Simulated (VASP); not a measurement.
# Bi (I4/mcm) in VASP: notebook

The runs below take Bi through single point, with PBE.

Program: VASP 6.6.1. These are calculated values, not measurements. Logs are shortened: lines on timing, memory, paths and dates and some standing lists are left out, and cuts for length are marked.

**1. The cell of the first run**

Symmetry: I4/mcm, No. 140, tetragonal system. Conventional cell: a = 8.899 Å, b = 8.899 Å, c = 4.131 Å, α = 90.00°, β = 90.00°, γ = 90.00°. Bi (site symmetry m2m) has 9 Bi at 3.31 to 4.13 Å within 4.4 Å.

**2. Single point, PBE**

The input, INCAR:

```
SYSTEM = Bi
ALGO     = Fast           ! electronic algorithm
EDIFF    = 1E-6           ! SCF threshold, eV
ENCUT    = 520            ! plane-wave cutoff, eV
GGA      = PE             ! functional
ISIF     = 2              ! what is computed and relaxed
ISMEAR   = -1             ! smearing method
LASPH    = .TRUE.         ! aspherical terms in the spheres
LCHARG   = .TRUE.         ! write CHGCAR
LELF     = .TRUE.         ! ELF
LREAL    = .FALSE.        ! projectors in reciprocal space
LVHAR    = .TRUE.       
LWAVE    = .FALSE.        ! write WAVECAR
NBANDS   = 38             ! bands
NELM     = 80             ! most SCF steps
PREC     = Accurate       ! precision mode
SIGMA    = 0.05           ! smearing width, eV
```

The input, KPOINTS:

```
k-points
0
G
  7 7 7
  0 0 0
```

The input, POSCAR:

```
Bi
1.0
   -4.4497480000      4.4497480000      2.0656320000
    4.4497480000     -4.4497480000      2.0656320000
    4.4497480000      4.4497480000     -2.0656320000
Bi
4
Direct
    0.1456555000      0.3543445000      0.5000000000
    0.8543445000      0.6456555000      0.5000000000
    0.6456555000      0.1456555000      0.7913110000
    0.3543445000      0.8543445000      0.2086890000
```

Potentials or basis: VASP PAW PBE potentials, release 64 (Bi_d).

The run is started by

```bash
cat potpaw_PBE.64/Bi_d/POTCAR > POTCAR
mpirun -np 1 vasp_std > vasp.out
```

OUTCAR:

```text
SYSTEM = Bi
   EDIFF = 1E-6
   ENCUT = 520
   GGA = PE
   ISIF = 2
   ISMEAR = -1
   LASPH = .TRUE.
   LREAL = .FALSE.
   NELM = 80
   PREC = Accurate

 ion  position               nearest neighbor table
   1  0.146  0.354  0.500-   3 3.31   4 3.31   3 3.31   4 3.31   2 3.34   2 3.34   2 3.67
   2  0.854  0.646  0.500-   3 3.31   4 3.31   3 3.31   4 3.31   1 3.34   1 3.34   1 3.67
   3  0.646  0.146  0.791-   1 3.31   2 3.31   1 3.31   2 3.31   4 3.34   4 3.34   4 3.67
   4  0.354  0.854  0.209-   1 3.31   2 3.31   1 3.31   2 3.31   3 3.34   3 3.34   3 3.67

  LATTYP: Found a body centered tetragonal cell.
 ALAT       =     8.8994960000
 C/A-ratio  =     0.4642132543

  Lattice vectors:

 A1 = (  -4.4497480000,   4.4497480000,   2.0656320000)
 A2 = (   4.4497480000,  -4.4497480000,   2.0656320000)
 A3 = (   4.4497480000,   4.4497480000,  -2.0656320000)

Analysis of symmetry for initial positions (statically):
=====================================================================
 Subroutine PRICEL returns:
 Original cell was already a primitive cell.

 Routine SETGRP: Setting up the symmetry group for a
 body centered tetragonal supercell.

 Subroutine GETGRP returns: Found 16 space group operations
 (whereof  8 operations were pure point group operations)
 out of a pool of 16 trial point group operations.

The static configuration has the point symmetry C_4h.
 The point group associated with its full space group is D_4h.

Analysis of symmetry for dynamics (positions and initial velocities):
=====================================================================
 Subroutine PRICEL returns:
 Original cell was already a primitive cell.

 Routine SETGRP: Setting up the symmetry group for a
 body centered tetragonal supercell.

 Subroutine GETGRP returns: Found 16 space group operations
 (whereof  8 operations were pure point group operations)
 out of a pool of 16 trial point group operations.

The dynamic configuration has the point symmetry C_4h.
 The point group associated with its full space group is D_4h.

 Subroutine INISYM returns: Found 16 space group operations
 (whereof  8 operations are pure point group operations),
 and found     1 'primitive' translations

----------------------------------------------------------------------------------------

                                     Primitive cell

  volume of cell :     163.6002

  direct lattice vectors                    reciprocal lattice vectors
    -4.449748000  4.449748000  2.065632000     0.000000000  0.112365914  0.242056668
     4.449748000 -4.449748000  2.065632000     0.112365914  0.000000000  0.242056668
     4.449748000  4.449748000 -2.065632000     0.112365914  0.112365914  0.000000000

  length of vectors
     6.623243170  6.623243170  6.623243170     0.266866126  0.266866126  0.158909399

  position of ions in fractional coordinates (direct lattice)
     0.145655500  0.354344500  0.500000000
     0.854344500  0.645655500  0.500000000
     0.645655500  0.145655500  0.791311000
     0.354344500  0.854344500  0.208689000

  ion indices of the primitive-cell ions
   primitive index   ion index
                 1           1
                 2           2
                 3           3
                 4           4

----------------------------------------------------------------------------------------

 KPOINTS: k-points

Automatic generation of k-mesh.
 Grid dimensions read from file:
 generate k-points for:    7    7    7

 Generating k-lattice:

  Cartesian coordinates                     Fractional coordinates (reciprocal lattice)
     0.000000000  0.016052273  0.034579524     0.142857143  0.000000000 -0.000000000
     0.016052273  0.000000000  0.034579524     0.000000000  0.142857143 -0.000000000
     0.016052273  0.016052273  0.000000000     0.000000000  0.000000000  0.142857143

  Length of vectors
     0.038123732  0.038123732  0.022701343

  Shift w.r.t. Gamma in fractional coordinates (k-lattice)
     0.000000000  0.000000000  0.000000000

 Subroutine IBZKPT returns following result:
 ===========================================

 Found     40 irreducible k-points:

 Following reciprocal coordinates:
            Coordinates               Weight
  0.000000  0.000000  0.000000      1.000000
  0.142857  0.000000  0.000000      8.000000
  0.285714 -0.000000  0.000000      8.000000
  0.428571 -0.000000  0.000000      8.000000
  0.142857  0.142857  0.000000      8.000000
  0.285714  0.142857  0.000000     16.000000
[... 16 lines left out ...]
 -0.142857  0.285714  0.142857      8.000000
 -0.428571  0.428571  0.142857      8.000000
 [... further k-points ...]
   k-points           NKPTS =     40   k-points in BZ     NKDIM =     40   number of bands    NBANDS=     38
   number of dos      NEDOS =    301   number of ions     NIONS =      4
   total plane-waves  NPLWV = 125000
   dimension x,y,z NGX =    50 NGY =   50 NGZ =   50
   dimension x,y,z NGXF=   100 NGYF=  100 NGZF=  100
   ions per type =               4
   NGX,Y,Z   is equivalent  to a cutoff of  12.55, 12.55, 12.55 a.u.
   NGXF,Y,Z  is equivalent  to a cutoff of  25.10, 25.10, 25.10 a.u.
 SYSTEM =  Bi
   PREC   = accura    normal or accurate (medium, high low for compatibility)
   ISTART =      0    job   : 0-new  1-cont  2-samecut
   ICHARG =      2    charge: 1-file 2-atom 10-const
   ISPIN  =      1    spin polarized calculation?
   LNONCOLLINEAR =      F non collinear calculations
   LSORBIT =      F    spin-orbit coupling
   LASPH  =      T    aspherical Exc in radial PAW
   ENCUT  =  520.0 eV  38.22 Ry    6.18 a.u.  12.31 12.31 12.31*2*pi/ulx,y,z
   NELM   =     80;   NELMIN=  2; NELMDL= -5     # of ELM steps
   EDIFF  = 0.1E-05   stopping-criterion for ELM
   LREAL  =      F    real-space projection
   EDIFFG = 0.1E-04   stopping-criterion for IOM
   NSW    =      0    number of steps for IOM
   IBRION =     -1    ionic relax: 0-MD 1-quasi-New 2-CG
   NFREE  =      0    steps in history (QN), initial steepest desc. (CG)
   ISIF   =      2    stress and relaxation
   ISYM   =      2    0-nonsym 1-usesym 2-fastsym
   POTIM  = 0.5000    time-step for ionic-motion
   TEBEG  =    0.0;   TEEND  =   0.0 temperature during run
   PSTRESS=    0.0 pullay stress
   NELECT =      60.0000    total number of electrons
   NUPDOWN=      -1.0000    fix difference up-down
   EMIN   =  10.00;   EMAX   =-10.00  energy-range for DOS
   EFERMI =   0.00;   METHOD = LEGACY
   ISMEAR =    -1;   SIGMA  =   0.05  broadening in eV -4-tet -1-fermi 0-gaus
   EFERMI_NEDOS =   21; number of points for ismear=-14 and -15
   IALGO  =     68    algorithm
   IMIX   =      4    mixing-type and parameters
     AMIX     =   0.40;   BMIX     =  1.00
     AMIX_MAG =   1.60;   BMIX_MAG =  1.00
  volume/ion in A,a.u.               =      40.90       276.01
  Fermi-wavevector in a.u.,A,eV,Ry     =   1.171828  2.214434 18.683270  1.373182
  Thomas-Fermi vector in A             =   2.308266
   LORBIT       =      0    0 simple, 1 ext, 2 COOP (PROOUT), +10 PAW based schemes
   GGA     = PE    functional components
   LHFCALC =     F    Hartree Fock is set to
   AEXX    =    0.0000 exact exchange contribution
   IVDW    =     0    specifies the selected vdW correction
   LEPSILON=     F    determine dielectric tensor
   LRPA    =     F    only Hartree local field effects (RPA)
 non-spin polarized calculation
 RMM-DIIS sequential band-by-band and
  energy-cutoff  :      520.00
  volume of cell :      163.60
 maximum number of plane-waves:      4459
 NGX is ok and might be reduce to    50
   NGX = 25   NGY = 25   NGZ = 25

 number of electron      60.0000024 magnetization

 Free energy of the ion-electron system (eV)
  ---------------------------------------------------
  ext. energy  EPLUGINS =         0.00000000
  ---------------------------------------------------
  free energy    TOTEN  =       -14.74647234 eV

  energy without entropy =      -14.71894236  energy(sigma->0) =      -14.73270735

 E-fermi :   4.9774     XC(G=0):  -8.6159

 val. band max:        4.9602254108   @ k =  -0.4286   0.4286   0.0000
 cond. band min:       4.9863593481   @ k =   0.2857   0.1429   0.1429
 fundamental gap:      0.0261339373
 Fermi energy:         4.9773830238

 k-point     1 :       0.0000    0.0000    0.0000
  band No.  band energies     occupation
      1     -17.9670      2.00000
      2     -17.9670      2.00000
      3     -17.9458      2.00000
      4     -17.9229      2.00000
      5     -17.9229      2.00000
      6     -17.9211      2.00000
[... 30 lines left out ...]
     37       9.9526      0.00000
     38      11.1154      0.00000

 k-point     2 :       0.1429    0.0000    0.0000
  band No.  band energies     occupation
      1     -17.9763      2.00000
      2     -17.9708      2.00000
      3     -17.9404      2.00000
      4     -17.9173      2.00000
      5     -17.9133      2.00000
      6     -17.9065      2.00000
[... 30 lines left out ...]
     37       8.9969      0.00000
     38      11.1903      0.00000

 k-point     3 :       0.2857   -0.0000    0.0000
  band No.  band energies     occupation
      1     -17.9770      2.00000
      2     -17.9702      2.00000
      3     -17.9350      2.00000
      4     -17.9262      2.00000
      5     -17.9010      2.00000
      6     -17.8961      2.00000
[... 30 lines left out ...]
     37       9.5492      0.00000
     38      11.7877      0.00000

 k-point     4 :       0.4286   -0.0000    0.0000
  band No.  band energies     occupation
      1     -17.9609      2.00000
      2     -17.9543      2.00000
      3     -17.9419      2.00000
      4     -17.9181      2.00000
      5     -17.9179      2.00000
      6     -17.8869      2.00000
[... 30 lines left out ...]
     37      10.2872      0.00000
     38      10.7021      0.00000
[... 703 lines left out ...]
      4     -17.9375      2.00000
      5     -17.9232      2.00000
      6     -17.8974      2.00000
[... 30 lines left out ...]
     37       9.2134      0.00000
     38      10.1120      0.00000

 k-point    23 :      -0.1429    0.2857    0.1429
  band No.  band energies     occupation
      1     -17.9978      2.00000
      2     -17.9560      2.00000
      3     -17.9382      2.00000
      4     -17.9242      2.00000
      5     -17.9182      2.00000
      6     -17.9031      2.00000
[... 30 lines left out ...]
     37       9.5380      0.00000
     38      10.6761      0.00000

 k-point    24 :      -0.4286    0.4286    0.1429
  band No.  band energies     occupation
      1     -18.0102      2.00000
      2     -17.9511      2.00000
      3     -17.9425      2.00000
      4     -17.9339      2.00000
      5     -17.9166      2.00000
      6     -17.9007      2.00000
[... 30 lines left out ...]
     37       9.4477      0.00000
     38       9.9342      0.00000

 [... further k-points ...]

------------------------ aborting loop because EDIFF is reached ----------------------------------------

  FORCE on cell =-STRESS in cart. coord.  units (eV):
  Direction    XX          YY          ZZ          XY          YZ          ZX
  --------------------------------------------------------------------------------------
  -------------------------------------------------------------------------------------
  Total        0.0829319      0.0829319      0.0683169      0.0000000      0.0000000     -0.0000000
  in kB        0.8121728      0.8121728      0.6690444      0.0000000      0.0000000     -0.0000000
  external PRESSURE =       0.7644633 kB  Pullay stress =       0.0000000 kB

 VOLUME and BASIS-vectors are now :
 -----------------------------------------------------------------------------
  energy-cutoff  :      520.00
  volume of cell :      163.60
      direct lattice vectors                 reciprocal lattice vectors
    -4.449748000  4.449748000  2.065632000     0.000000000  0.112365914  0.242056668
     4.449748000 -4.449748000  2.065632000     0.112365914  0.000000000  0.242056668
     4.449748000  4.449748000 -2.065632000     0.112365914  0.112365914  0.000000000

 POSITION                                       TOTAL-FORCE (eV/Angst)
 -----------------------------------------------------------------------------------
      3.15349      1.29626      0.00000         0.020847     -0.020847      0.000000
      1.29626      3.15349      2.06563        -0.020847      0.020847      0.000000
      1.29626      5.74601     -0.00000        -0.020847     -0.020847     -0.000000
      3.15349     -1.29626      2.06563         0.020847      0.020847      0.000000
 -----------------------------------------------------------------------------------
    total drift:                               -0.000000     -0.000000      0.000000

  FREE ENERGIE OF THE ION-ELECTRON SYSTEM (eV)
  ---------------------------------------------------
  free  energy   TOTEN  =       -14.7464723420 eV

  energy  without entropy=      -14.7189423555  energy(sigma->0) =      -14.73270735
```

It took 13 min on 1 thread of Intel Xeon 8259CL, shared host; peak memory 0.43 GiB.

What came out:

```yaml
Free_energy: -14.7465 eV
Pressure: 0.1 GPa
Largest_force: 0.029 eV/Å
Band_gap_on_the_k_mesh: zero (bands 30 and 31 overlap by 1.45 eV)
```

Forces on the atoms (eV/Å):
```
Bi   0.021 -0.021  0.000
Bi  -0.021  0.021  0.000
Bi  -0.021 -0.021  0.000
Bi   0.021  0.021  0.000
```

Caveat: spin-orbit coupling is left out, which moves the levels of the heavy elements.

**3. Single point, PBE**

This run uses another cell than the first one, of 41.72 Å³/atom.

The input, INCAR:

```
PREC     = Accurate       # precision mode
ENCUT    = 520            # plane-wave cutoff, eV
EDIFF    = 1E-6           # SCF threshold, eV
ISMEAR   = -1             # smearing method
SIGMA    = 0.05           # smearing width, eV
LREAL    = F              # projectors in reciprocal space
LASPH    = T              # aspherical terms in the spheres
NELM     = 80             # most SCF steps
ALGO     = Fast           # electronic algorithm
ISIF     = 2              # what is computed and relaxed
LWAVE    = F              # write WAVECAR
LCHARG   = F              # write CHGCAR
GGA      = PE             # functional
NBANDS   = 38             # bands
```

The input, KPOINTS:

```
regular mesh
0
Gamma
  7 7 7
```

The input, POSCAR:

```
Bi
1.0
   -4.4792173886      4.4792173886      2.0793120808
    4.4792173886     -4.4792173886      2.0793120808
    4.4792173886      4.4792173886     -2.0793120808
Bi
4
Direct
    0.1456555000      0.3543445000      0.5000000000
    0.8543445000      0.6456555000      0.5000000000
    0.6456555000      0.1456555000      0.7913110000
    0.3543445000      0.8543445000      0.2086890000
```

Potentials or basis: VASP PAW PBE potentials, release 64 (Bi_d).

The run is started by

```bash
cat potpaw_PBE.64/Bi_d/POTCAR > POTCAR
mpirun -np 1 vasp_std > vasp.out
```

Wall time 12 min (1 thread of Intel Xeon 8259CL, shared host); peak memory 0.44 GiB.

Results (log left out):

```
Free energy            : -14.7419 eV
Pressure               : -0.6 GPa
Largest force          : 0.089 eV/Å
Band gap on the k mesh : zero (bands 30 and 31 overlap by 1.40 eV)
```

Forces on the atoms (eV/Å):
```
Bi   0.063 -0.063  0.000
Bi  -0.063  0.063  0.000
Bi  -0.063 -0.063  0.000
Bi   0.063  0.063  0.000
```

Stress tensor (GPa, compression positive):
```
-0.56  0.00  0.00
 0.00 -0.56  0.00
 0.00  0.00 -0.82
```

Levels at points of the mesh, in eV from the Fermi level:
| k point | band 26 | band 27 | band 28 | band 29 | band 30 | band 31 | band 32 | band 33 | band 34 | band 35 |
| --- | --- | --- | --- | --- | --- | --- | --- | --- | --- | --- |
| (0.00, 0.00, 0.00) | -1.71 | -1.24 | -1.24 | -0.56 | -0.42 | -0.03 | -0.03 | 2.95 | 2.95 | 3.26 |

Caveat: spin-orbit coupling is left out, which moves the levels of the heavy elements.

(Part 1 of 2 ends here.)
